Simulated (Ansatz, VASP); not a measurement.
# InSb in VASP and in Ansatz

```
In Sb
1.0
     0.00000    2.97997    2.97997
     2.97997    0.00000    2.97997
     2.97997    2.97997    0.00000
In Sb
1 1
Direct
  0.00000 0.00000 0.00000
  0.75000 0.75000 0.75000
```

Change from the starting cell: strain -0.080 along x and y, -0.080 along z, atoms carried along.

Alike in both runs: task single point; functional PBEsol; k mesh 12 × 12 × 12; occupations gaussian, width 0.15 eV; no spin polarisation.

|  | VASP | Ansatz |
| --- | --- | --- |
| version | VASP 6.6.1 | Ansatz 0.2.0 |
| potentials or method | VASP PAW PBE potentials, release 64 (In_d, Sb), cutoff 520 eV | scalar-relativistic, plane waves, PAW |
| valence electrons in the cell | 18 | 28 |

Ansatz gave:

| Item | Value |
| --- | --- |
| gap on the k mesh at the Fermi level (eV) | 0.68 |
| least direct gap on the mesh (eV) | 1.21 |
| pressure (GPa) | 21.9 |

**Question.** What did VASP give for the same quantities?

**Answer.** gap on the k mesh at the Fermi level (eV): 0.65; least direct gap on the mesh (eV): 1.23; pressure (GPa): 21.9.

VASP's potentials were made for PBE, not for PBEsol. The functional is the same, so the differences come from potentials, cutoffs and numerics. VASP's potentials hold 18 valence electrons a cell and Ansatz's 28, so a difference there can come from the potentials and not from the codes.

Neither program's run includes spin-orbit coupling.
